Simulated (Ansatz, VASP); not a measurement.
# GaSb in VASP and in Ansatz

```
Ga Sb
1.0
     0.00000    2.97390    3.14217
     2.97390    0.00000    3.14217
     2.97390    2.97390    0.00000
Ga Sb
1 1
Direct
  0.00000 0.00000 0.00000
  0.25000 0.25000 0.25000
```

Change from the starting cell: epitaxial_xy strain -3.0%.

Alike in both runs: task single point; functional r2SCAN; k mesh 8 × 8 × 8; occupations fermi-dirac, width 0.02 eV; no spin polarisation.

|  | VASP | Ansatz |
| --- | --- | --- |
| version | VASP 6.6.1 | Ansatz 0.2.0 |
| potentials or method | VASP PAW PBE potentials, release 64 (Ga_d, Sb_d_GW) | plane waves, PAW |
| plane-wave cutoff (eV) | 550 | 500 |
| valence electrons in the cell | 28 | 28 |

VASP gave:

```
pressure (GPa)                                                : 2.1
traceless stress, the component that is largest in VASP (GPa) : -2.05
```

Task: Which values does Ansatz return?

Result: Pressure (GPa): 2.1; traceless stress, the component that is largest in VASP (GPa): -2.06.

VASP's potentials were made for PBE, not for r2SCAN.

Spin-orbit coupling is off throughout.
